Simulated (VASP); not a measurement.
Input of a VASP 6.6.1 run:

File INCAR:

```
PREC = Accurate
ENCUT = 520
EDIFF = 1E-7
ISMEAR = 0
SIGMA = 0.1
LREAL = False
LASPH = True
NELM = 100
ALGO = Fast
ISIF = 2
LWAVE = False
LCHARG = False
GGA = PE
NBANDS = 42
```

Contents of KPOINTS:

```
Automatic mesh
0
Gamma
  8 8 8
```

File POSCAR:

```
Ca3WN4
1.0
    4.6594375404      0.0000000000      0.0000000000
    0.0000000000      4.6594375404      0.0000000000
    0.0000000000      0.0000000000      4.6594375404
Ca W N
3 1 4
Direct
    0.5000000000      0.0000000000      0.0000000000
    0.0000000000      0.5000000000      0.0000000000
    0.0000000000      0.0000000000      0.5000000000
    0.5000000000      0.5000000000      0.5000000000
    0.0000000000      0.5000000000      0.5000000000
    0.5000000000      0.0000000000      0.5000000000
    0.5000000000      0.5000000000      0.0000000000
    0.0000000000      0.0000000000      0.0000000000
```

Potentials or basis: VASP PAW PBE potentials, release 64 (Ca_sv, W_sv, N).

Run with:

```sh
$ cat potpaw_PBE.64/Ca_sv/POTCAR potpaw_PBE.64/W_sv/POTCAR potpaw_PBE.64/N/POTCAR > POTCAR
$ mpirun -np 1 vasp_std > vasp.out
```

(1) Estimate the pressure.

(2) What does it give for the band gap on the k mesh?

Results:

(1) 0.8 GPa.

(2) zero (bands 32 and 33 overlap by 0.38 eV).

Caveat: spin-orbit coupling is left out, which moves the levels of the heavy elements.
